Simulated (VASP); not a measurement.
Write the native input for VASP 6.6.1 that does the following.

```
Task                   : electric field gradients
Functional             : PBEsol
Potentials or basis    : VASP PAW PBE potentials, release 64 (Nb_sv)
Cutoff                 : 520 eV
k mesh                 : 13 × 13 × 13
Occupations            : fermi-dirac, width 0.08 eV
Spin                   : no spin polarisation
Dipole correction      : no
Further INCAR settings : ALGO = Normal; EDIFF = 1e-08; NBANDS = 12
```

The structure of Nb lies in POSCAR:

```
Nb
1.0
    0.0000000000      2.1290070307      2.1290070307
    2.1290070307      0.0000000000      2.1290070307
    2.1290070307      2.1290070307      0.0000000000
Nb
1
Direct
    0.0000000000      0.0000000000      0.0000000000
```

This cell differs from its parent crystal: volume scaled by 1.02.

One way to write it, as run:

INCAR

```
SYSTEM = Nb
PREC = Accurate
ENCUT = 520
EDIFF = 1E-8
ISMEAR = -1
SIGMA = 0.08
LREAL = .FALSE.
LASPH = .TRUE.
NELM = 80
ALGO = Normal
ISIF = 2
LWAVE = .FALSE.
LCHARG = .FALSE.
GGA = PS
LEFG = .TRUE.
NBANDS = 12
```

KPOINTS

```
regular mesh
0
G
  13 13 13
  0 0 0
```

Potentials or basis: VASP PAW PBE potentials, release 64 (Nb_sv).

Command:

```console
$ cat potpaw_PBE.64/Nb_sv/POTCAR > POTCAR
$ mpirun -np 1 vasp_std > vasp.out
```

It gave:

```yaml
Pressure: -9.8 GPa
```

Caveat: without QUAD_EFG the Cq values of the log hold for a quadrupole moment of 1 mb, not for the nuclei; the PAW data sets were made with another functional, which shifts forces and pressure a little.

It took 14 s on 1 thread of Intel(R) Xeon(R) Platinum 8259CL CPU @ 2.50GHz (Skylake/Cascade Lake) (shared host), peak memory 0.15 GiB.
